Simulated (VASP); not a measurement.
# Na3Cd (Fm-3m) in VASP: further runs

The runs below take Na3Cd through single point, with LDA.

Program: VASP 6.6.1. These are calculated values, not measurements. Logs are shortened: lines on timing, memory, paths and dates and some standing lists are left out, and cuts for length are marked.

## 1. The cell of the first run

It takes space group Fm-3m (No. 225, cubic). The conventional cell has a = 7.752 Å, b = 7.752 Å, c = 7.752 Å, α = 90.00°, β = 90.00°, γ = 90.00°. Within 4.4 Å of Na (site symmetry -43m) lie 10 Na at 3.36 to 3.88 Å and 4 Cd at 3.36 Å. Na (site symmetry m-3m) has 8 Na at 3.36 Å and 6 Cd at 3.88 Å within 4.4 Å. Cd (site symmetry m-3m) has 14 Na at 3.36 to 3.88 Å within 4.4 Å.

## 2. Single point, LDA

File INCAR:

```
  ALGO = Normal
  EDIFF = 1E-6
  ENCUT = 500
  GGA = CA
  GGA_COMPAT = F
  ISIF = 2
  ISMEAR = -1
  LASPH = T
  LCHARG = F
  LREAL = F
  LWAVE = F
  NBANDS = 24
  NELM = 120
  PREC = Accurate
  SIGMA = 0.1
```

File KPOINTS:

```
k-points
0
Gamma
  5 5 5
```

File POSCAR:

```
Na3Cd
1.0
    0.0000000000      3.8762400000      3.8762400000
    3.8762400000      0.0000000000      3.8762400000
    3.8762400000      3.8762400000      0.0000000000
Na Cd
3 1
Direct
    0.2500000000      0.2500000000      0.2500000000
    0.7500000000      0.7500000000      0.7500000000
    0.5000000000      0.5000000000      0.5000000000
    0.0000000000      0.0000000000      0.0000000000
```

Potentials or basis: VASP PAW LDA potentials, release 64 (Na_pv, Cd).

Launch:

```bash
$ cat potpaw_LDA.64/Na_pv/POTCAR potpaw_LDA.64/Cd/POTCAR > POTCAR
$ mpirun -np 1 vasp_std > vasp.out
```

OUTCAR:

```text
EDIFF = 1E-6
   ENCUT = 500
   GGA = CA
   ISIF = 2
   ISMEAR = -1
   LASPH = T
   LREAL = F
   NELM = 120
   PREC = Accurate

 ion  position               nearest neighbor table
   1  0.250  0.250  0.250-
   2  0.750  0.750  0.750-
   3  0.500  0.500  0.500-
   4  0.000  0.000  0.000-

  LATTYP: Found a face centered cubic cell.
 ALAT       =     7.7524800000

  Lattice vectors:

 A1 = (   0.0000000000,   3.8762400000,   3.8762400000)
 A2 = (   3.8762400000,   0.0000000000,   3.8762400000)
 A3 = (   3.8762400000,   3.8762400000,   0.0000000000)

Analysis of symmetry for initial positions (statically):
=====================================================================
 Subroutine PRICEL returns:
 Original cell was already a primitive cell.

 Routine SETGRP: Setting up the symmetry group for a
 face centered cubic supercell.

 Subroutine GETGRP returns: Found 48 space group operations
 (whereof 48 operations were pure point group operations)
 out of a pool of 48 trial point group operations.

The static configuration has the point symmetry O_h .

Analysis of symmetry for dynamics (positions and initial velocities):
=====================================================================
 Subroutine PRICEL returns:
 Original cell was already a primitive cell.

 Routine SETGRP: Setting up the symmetry group for a
 face centered cubic supercell.

 Subroutine GETGRP returns: Found 48 space group operations
 (whereof 48 operations were pure point group operations)
 out of a pool of 48 trial point group operations.

The dynamic configuration has the point symmetry O_h .

 Subroutine INISYM returns: Found 48 space group operations
 (whereof 48 operations are pure point group operations),
 and found     1 'primitive' translations

----------------------------------------------------------------------------------------

                                     Primitive cell

  volume of cell :     116.4828

  direct lattice vectors                    reciprocal lattice vectors
     0.000000000  3.876240000  3.876240000    -0.128990981  0.128990981  0.128990981
     3.876240000  0.000000000  3.876240000     0.128990981 -0.128990981  0.128990981
     3.876240000  3.876240000  0.000000000     0.128990981  0.128990981 -0.128990981

  length of vectors
     5.481831179  5.481831179  5.481831179     0.223418933  0.223418933  0.223418933

  position of ions in fractional coordinates (direct lattice)
     0.250000000  0.250000000  0.250000000
     0.750000000  0.750000000  0.750000000
     0.500000000  0.500000000  0.500000000
     0.000000000  0.000000000  0.000000000

  ion indices of the primitive-cell ions
   primitive index   ion index
                 1           1
                 2           2
                 3           3
                 4           4

----------------------------------------------------------------------------------------

 KPOINTS: k-points

Automatic generation of k-mesh.
 Grid dimensions read from file:
 generate k-points for:    5    5    5

 Generating k-lattice:

  Cartesian coordinates                     Fractional coordinates (reciprocal lattice)
    -0.025798196  0.025798196  0.025798196     0.200000000  0.000000000  0.000000000
     0.025798196 -0.025798196  0.025798196     0.000000000  0.200000000  0.000000000
     0.025798196  0.025798196 -0.025798196     0.000000000  0.000000000  0.200000000

  Length of vectors
     0.044683787  0.044683787  0.044683787

  Shift w.r.t. Gamma in fractional coordinates (k-lattice)
     0.000000000  0.000000000  0.000000000

 Subroutine IBZKPT returns following result:
 ===========================================

 Found     10 irreducible k-points:

 Following reciprocal coordinates:
            Coordinates               Weight
  0.000000  0.000000  0.000000      1.000000
  0.200000  0.000000  0.000000      8.000000
  0.400000  0.000000  0.000000      8.000000
  0.200000  0.200000  0.000000      6.000000
  0.400000  0.200000  0.000000     24.000000
 -0.400000  0.200000  0.000000     24.000000
 -0.200000  0.200000  0.000000     12.000000
  0.400000  0.400000  0.000000      6.000000
 -0.400000  0.400000  0.000000     12.000000
 -0.400000  0.400000  0.200000     24.000000
   k-points           NKPTS =     10   k-points in BZ     NKDIM =     10   number of bands    NBANDS=     24
   number of dos      NEDOS =    301   number of ions     NIONS =      4
   total plane-waves  NPLWV =  64000
   dimension x,y,z NGX =    40 NGY =   40 NGZ =   40
   dimension x,y,z NGXF=    80 NGYF=   80 NGZF=   80
   ions per type =               3   1
   NGX,Y,Z   is equivalent  to a cutoff of  12.13, 12.13, 12.13 a.u.
   NGXF,Y,Z  is equivalent  to a cutoff of  24.26, 24.26, 24.26 a.u.
 SYSTEM =  unknown system
   PREC   = accura    normal or accurate (medium, high low for compatibility)
   ISTART =      0    job   : 0-new  1-cont  2-samecut
   ICHARG =      2    charge: 1-file 2-atom 10-const
   ISPIN  =      1    spin polarized calculation?
   LNONCOLLINEAR =      F non collinear calculations
   LSORBIT =      F    spin-orbit coupling
   LASPH  =      T    aspherical Exc in radial PAW
   ENCUT  =  500.0 eV  36.75 Ry    6.06 a.u.   9.99  9.99  9.99*2*pi/ulx,y,z
   NELM   =    120;   NELMIN=  2; NELMDL= -5     # of ELM steps
   EDIFF  = 0.1E-05   stopping-criterion for ELM
   LREAL  =      F    real-space projection
   EDIFFG = 0.1E-04   stopping-criterion for IOM
   NSW    =      0    number of steps for IOM
   IBRION =     -1    ionic relax: 0-MD 1-quasi-New 2-CG
   NFREE  =      0    steps in history (QN), initial steepest desc. (CG)
   ISIF   =      2    stress and relaxation
   ISYM   =      2    0-nonsym 1-usesym 2-fastsym
   POTIM  = 0.5000    time-step for ionic-motion
   TEBEG  =    0.0;   TEEND  =   0.0 temperature during run
   PSTRESS=    0.0 pullay stress
   NELECT =      33.0000    total number of electrons
   NUPDOWN=      -1.0000    fix difference up-down
   EMIN   =  10.00;   EMAX   =-10.00  energy-range for DOS
   EFERMI =   0.00;   METHOD = LEGACY
   ISMEAR =    -1;   SIGMA  =   0.10  broadening in eV -4-tet -1-fermi 0-gaus
   EFERMI_NEDOS =   21; number of points for ismear=-14 and -15
   IALGO  =     38    algorithm
   IMIX   =      4    mixing-type and parameters
     AMIX     =   0.40;   BMIX     =  1.00
     AMIX_MAG =   1.60;   BMIX_MAG =  1.00
  volume/ion in A,a.u.               =      29.12       196.52
  Fermi-wavevector in a.u.,A,eV,Ry     =   1.075207  2.031847 15.729294  1.156070
  Thomas-Fermi vector in A             =   2.211057
   LORBIT       =      0    0 simple, 1 ext, 2 COOP (PROOUT), +10 PAW based schemes
   GGA     = CA    functional components
   LHFCALC =     F    Hartree Fock is set to
   AEXX    =    0.0000 exact exchange contribution
   IVDW    =     0    specifies the selected vdW correction
   LEPSILON=     F    determine dielectric tensor
   LRPA    =     F    only Hartree local field effects (RPA)
 non-spin polarized calculation
  energy-cutoff  :      500.00
  volume of cell :      116.48
 maximum number of plane-waves:      2964
   NGX = 19   NGY = 19   NGZ = 19

 number of electron      32.9999992 magnetization

 Free energy of the ion-electron system (eV)
  ---------------------------------------------------
  ext. energy  EPLUGINS =         0.00000000
  ---------------------------------------------------
  free energy    TOTEN  =        -5.95429903 eV

  energy without entropy =       -5.88486434  energy(sigma->0) =       -5.91958168

 E-fermi :   0.7945     XC(G=0):  -8.0344

 val. band max:        0.6966655930   @ k =  -0.4000   0.2000   0.0000
 cond. band min:       0.8164795229   @ k =   0.2000   0.0000   0.0000
 fundamental gap:      0.1198139299
 Fermi energy:         0.7945435928

 k-point     1 :       0.0000    0.0000    0.0000
  band No.  band energies     occupation
      1     -24.0978      2.00000
      2     -24.0978      2.00000
      3     -24.0978      2.00000
      4     -23.7955      2.00000
      5     -23.7955      2.00000
      6     -23.7955      2.00000
[... 16 lines left out ...]
     23       6.1670      0.00000
     24       6.1670      0.00000

 k-point     2 :       0.2000    0.0000    0.0000
  band No.  band energies     occupation
      1     -24.0981      2.00000
      2     -24.0981      2.00000
      3     -24.0979      2.00000
      4     -23.7942      2.00000
      5     -23.7942      2.00000
      6     -23.7937      2.00000
[... 16 lines left out ...]
     23       5.3203      0.00000
     24       5.5691      0.00000

 k-point     3 :       0.4000    0.0000    0.0000
  band No.  band energies     occupation
      1     -24.0985      2.00000
      2     -24.0985      2.00000
      3     -24.0981      2.00000
      4     -23.7911      2.00000
      5     -23.7911      2.00000
      6     -23.7909      2.00000
[... 16 lines left out ...]
     23       6.8534      0.00000
     24       6.8534      0.00000

 k-point     4 :       0.2000    0.2000    0.0000
  band No.  band energies     occupation
      1     -24.0984      2.00000
      2     -24.0984      2.00000
      3     -24.0975      2.00000
      4     -23.7951      2.00000
      5     -23.7951      2.00000
      6     -23.7908      2.00000
[... 16 lines left out ...]
     23       5.9018      0.00000
     24       6.6701      0.00000

 k-point     5 :       0.4000    0.2000    0.0000
  band No.  band energies     occupation
      1     -24.0988      2.00000
      2     -24.0987      2.00000
      3     -24.0976      2.00000
      4     -23.7940      2.00000
      5     -23.7936      2.00000
      6     -23.7928      2.00000
[... 16 lines left out ...]
     23       6.5038      0.00000
     24       7.6103      0.00000

 k-point     6 :      -0.4000    0.2000    0.0000
  band No.  band energies     occupation
      1     -24.0988      2.00000
      2     -24.0985      2.00000
      3     -24.0981      2.00000
      4     -23.7951      2.00000
      5     -23.7921      2.00000
      6     -23.7905      2.00000
[... 16 lines left out ...]
     23       6.5736      0.00000
     24       6.6221      0.00000

 k-point     7 :      -0.2000    0.2000    0.0000
  band No.  band energies     occupation
      1     -24.0984      2.00000
      2     -24.0983      2.00000
      3     -24.0981      2.00000
      4     -23.7953      2.00000
      5     -23.7912      2.00000
      6     -23.7901      2.00000
[... 16 lines left out ...]
     23       5.4077      0.00000
     24       6.8752      0.00000

 k-point     8 :       0.4000    0.4000    0.0000
  band No.  band energies     occupation
      1     -24.0993      2.00000
      2     -24.0993      2.00000
      3     -24.0970      2.00000
      4     -23.7973      2.00000
      5     -23.7943      2.00000
      6     -23.7943      2.00000
[... 16 lines left out ...]
     23       7.8369      0.00000
     24       8.1929      0.00000

 k-point     9 :      -0.4000    0.4000    0.0000
  band No.  band energies     occupation
      1     -24.0993      2.00000
      2     -24.0992      2.00000
      3     -24.0974      2.00000
      4     -23.7982      2.00000
      5     -23.7937      2.00000
      6     -23.7930      2.00000
[... 16 lines left out ...]
     23       7.1457      0.00000
     24       7.8737      0.00000

 k-point    10 :      -0.4000    0.4000    0.2000
  band No.  band energies     occupation
      1     -24.0993      2.00000
      2     -24.0985      2.00000
      3     -24.0978      2.00000
      4     -23.7968      2.00000
      5     -23.7947      2.00000
      6     -23.7904      2.00000
[... 16 lines left out ...]
     23       7.3488      0.00000
     24       7.6108      0.00000

------------------------ aborting loop because EDIFF is reached ----------------------------------------

  FORCE on cell =-STRESS in cart. coord.  units (eV):
  Direction    XX          YY          ZZ          XY          YZ          ZX
  --------------------------------------------------------------------------------------
  -------------------------------------------------------------------------------------
  Total       -0.9517403     -0.9517403     -0.9517403     -0.0000000     -0.0000000      0.0000000
  in kB      -13.0908264    -13.0908264    -13.0908264     -0.0000000     -0.0000000      0.0000000
  external PRESSURE =     -13.0908264 kB  Pullay stress =       0.0000000 kB

 VOLUME and BASIS-vectors are now :
 -----------------------------------------------------------------------------
  energy-cutoff  :      500.00
  volume of cell :      116.48
      direct lattice vectors                 reciprocal lattice vectors
     0.000000000  3.876240000  3.876240000    -0.128990981  0.128990981  0.128990981
     3.876240000  0.000000000  3.876240000     0.128990981 -0.128990981  0.128990981
     3.876240000  3.876240000  0.000000000     0.128990981  0.128990981 -0.128990981

 POSITION                                       TOTAL-FORCE (eV/Angst)
 -----------------------------------------------------------------------------------
      1.93812      1.93812      1.93812         0.000000      0.000000      0.000000
      5.81436      5.81436      5.81436        -0.000000     -0.000000     -0.000000
      3.87624      3.87624      3.87624         0.000000     -0.000000      0.000000
      0.00000      0.00000      0.00000         0.000000     -0.000000      0.000000
 -----------------------------------------------------------------------------------
    total drift:                               -0.000000      0.000000      0.000000

  FREE ENERGIE OF THE ION-ELECTRON SYSTEM (eV)
  ---------------------------------------------------
  free  energy   TOTEN  =        -5.9542990303 eV

  energy  without entropy=       -5.8848643388  energy(sigma->0) =       -5.91958168
```

It took 7.7 s on 1 thread of Intel Xeon 6975P-C (Granite Rapids), shared host; peak memory 0.2 GiB.

What came out:

- Free energy: -5.9543 eV
- Pressure: -1.3 GPa

## 3. Single point, LDA, non-collinear spin, zero start, spin-orbit coupling

File INCAR:

```
PREC = Accurate
ENCUT = 500
EDIFF = 1E-6
ISMEAR = -1
SIGMA = 0.1
LREAL = F
LASPH = T
NELM = 200
ALGO = Normal
ISIF = 2
LWAVE = F
LCHARG = T
LNONCOLLINEAR = T
MAGMOM = 0 0 0 0 0 0 0 0 0 0 0 0
LORBIT = 11
LSORBIT = T
GGA_COMPAT = F
LORBMOM = T
GGA = CA
LVHAR = T
NBANDS = 47
```

File KPOINTS:

```
regular mesh
0
Gamma
  5 5 5
```

POSCAR is that of step 2.

Potentials or basis: VASP PAW LDA potentials, release 64 (Na_pv, Cd).

Launch:

```bash
$ cat potpaw_LDA.64/Na_pv/POTCAR potpaw_LDA.64/Cd/POTCAR > POTCAR
$ mpirun -np 1 vasp_ncl > vasp.out
```

OUTCAR:

```text
PREC = Accurate
   ENCUT = 500
   EDIFF = 1E-6
   ISMEAR = -1
   LREAL = F
   LASPH = T
   NELM = 200
   ISIF = 2
   LNONCOLLINEAR = T
   LORBIT = 11
   LSORBIT = T
   GGA = CA

 ion  position               nearest neighbor table
   1  0.250  0.250  0.250-
   2  0.750  0.750  0.750-
   3  0.500  0.500  0.500-
   4  0.000  0.000  0.000-

  LATTYP: Found a face centered cubic cell.
 ALAT       =     7.7524800000

  Lattice vectors:

 A1 = (   0.0000000000,   3.8762400000,   3.8762400000)
 A2 = (   3.8762400000,   0.0000000000,   3.8762400000)
[... 812 lines left out ...]
     0.0000000     0.0000000     0.0000000     0.0000000     0.0000000     0.0000000     0.0000000
     0.0000000     0.0000000     0.0000000     0.0000000     0.0000000     0.0000000     0.0000000
     0.0000000     0.0000000     0.0000000     0.0000000     0.0000000     0.0000000     0.0000000
     0.0000000     0.0000000     0.0000000     0.0000000     0.0000000     0.0000000     0.0000000
     0.0000000     0.0000000     0.0000000     0.0000000     0.0000000     0.0000000     0.0000000

 total charge

# of ion       s       p       d       tot
------------------------------------------
    1        0.101   5.972   0.000   6.072
    2        0.101   5.972   0.000   6.072
    3        0.104   5.966   0.000   6.070
    4        0.638   0.196   9.461  10.295
--------------------------------------------------
tot          0.944  18.106   9.461  28.510

 magnetization (x)

# of ion       s       p       d       tot
------------------------------------------
    1        0.000   0.000   0.000   0.000
    2        0.000   0.000   0.000   0.000
    3       -0.000   0.000   0.000   0.000
    4        0.000  -0.000   0.000  -0.000
--------------------------------------------------
tot         -0.000   0.000   0.000   0.000

 magnetization (y)

# of ion       s       p       d       tot
------------------------------------------
    1        0.000   0.000   0.000   0.000
    2        0.000   0.000   0.000   0.000
    3        0.000   0.000   0.000   0.000
    4        0.000   0.000   0.000   0.000
--------------------------------------------------
tot          0.000   0.000   0.000   0.000

 magnetization (z)

# of ion       s       p       d       tot
------------------------------------------
    1        0.000   0.000   0.000   0.000
    2        0.000   0.000   0.000   0.000
    3       -0.000   0.000   0.000   0.000
    4       -0.000   0.000   0.000   0.000
--------------------------------------------------
tot         -0.000   0.000   0.000   0.000
```

stdout:

```text
POSCAR found type information on POSCAR NaCd
 POSCAR found :  2 types and       4 ions
 scaLAPACK will be used
 LDA part: xc-table for (Slater(with rela. corr.)+CA(PZ))
 , standard interpolation
 POSCAR, INCAR and KPOINTS ok, starting setup
 FFT: planning ... GRIDC
 FFT: planning ... GRID_SOFT
 FFT: planning ... GRID
 WAVECAR not read
 entering main loop
```

Wall time 44 s (1 thread of Intel Xeon 6975P-C (Granite Rapids), shared host); peak memory 0.38 GiB.

Results:

```yaml
Free_energy: -5.9860 eV
Pressure: -1.4 GPa
Net_moment: 0.00 μB per cell
Valence_electrons_inside_the_program's_atomic_spheres: Na 6.07; Cd 10.29
```

Moments on the atoms (μB; x, y, z):
```
Na  0.00 0.00 0.00
Na  0.00 0.00 0.00
Na  0.00 0.00 0.00
Cd  0.00 0.00 0.00
```
